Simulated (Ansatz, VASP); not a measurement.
**One calculation of Al2Cu, two programs**

File INCAR:

```
SYSTEM = Al2Cu
PREC = Accurate
ENCUT = 520
EDIFF = 1E-6
ISMEAR = 0
SIGMA = 0.15
LREAL = .False.
LASPH = .True.
NELM = 100
ALGO = Fast
ISIF = 2
LWAVE = .False.
LCHARG = .True.
GGA = PE
LELF = .True.
LVHAR = .True.
NBANDS = 26
```

Contents of KPOINTS:

```
regular mesh
0
Gamma
  10 10 10
  0 0 0
```

Contents of POSCAR:

```
Al2Cu
1.0
   -2.9353500000      2.9353500000      2.3436500000
    2.9353500000     -2.9353500000      2.3436500000
    2.9353500000      2.9353500000     -2.3436500000
Al Cu
4 2
Direct
    0.1587211657      0.6587211657      0.8174423314
    0.6587211657      0.8412788343      0.5000000000
    0.8412788343      0.3412788343      0.1825576686
    0.3412788343      0.1587211657      0.5000000000
    0.7500000000      0.7500000000      0.0000000000
    0.2500000000      0.2500000000      0.0000000000
```

Input for Ansatz:

```yaml
crystal:
  lattice:
    - [-2.93535, 2.93535, 2.34365]
    - [2.93535, -2.93535, 2.34365]
    - [2.93535, 2.93535, -2.34365]
  atoms:
    - { symbol: Al, position: [0.1587211657, 0.6587211657, 0.8174423314] }
    - { symbol: Al, position: [0.6587211657, 0.8412788343, 0.5] }
    - { symbol: Al, position: [0.8412788343, 0.3412788343, 0.1825576686] }
    - { symbol: Al, position: [0.3412788343, 0.1587211657, 0.5] }
    - { symbol: Cu, position: [0.75, 0.75, 0.0] }
    - { symbol: Cu, position: [0.25, 0.25, 0.0] }
basis:
  ecutwfc: 520.0
kpoints:
  mp_grid: { grid: [10, 10, 10] }
hamiltonian:
  xc: pbe
  pseudopotentials: { kind: paw, azcp: { folder: soft_1 } }
scf:
  occupations: { method: gaussian, width: 0.15 }
output:
  forces: true
  stress: true
  eigenvalues: true
```

Alike in both runs: task single point; functional PBE; k mesh 10 × 10 × 10; occupations gaussian, width 0.15 eV; no spin polarisation.

|  | VASP | Ansatz |
| --- | --- | --- |
| version | VASP 6.6.1 | Ansatz 0.2.0 |
| potentials or method | VASP PAW PBE potentials, release 64 (Al, Cu), cutoff 520 eV | scalar-relativistic, plane waves, PAW |
| valence electrons in the cell | 34 | 50 |

|  | VASP | Ansatz | Ansatz less VASP |
| --- | --- | --- | --- |
| gap on the k mesh at the Fermi level (eV) | none | none | - |
| pressure (GPa) | 12.9 | 12.9 | -0.05 |
| traceless stress, the component that is largest in VASP (GPa) | 1.25 | 1.24 | -0.009 |
| rms of the force components (eV/Å) | 0.055 | 0.055 | -0.0006 |

Atom by atom the forces differ by 0.001 eV/Å (rms over components). A gap of «none» marks a metal or a gap that the smearing closes. With one functional, cell and mesh, what is left measures potentials, basis and numerics. VASP's potentials hold 34 valence electrons a cell and Ansatz's 50, so a difference there can come from the potentials and not from the codes.
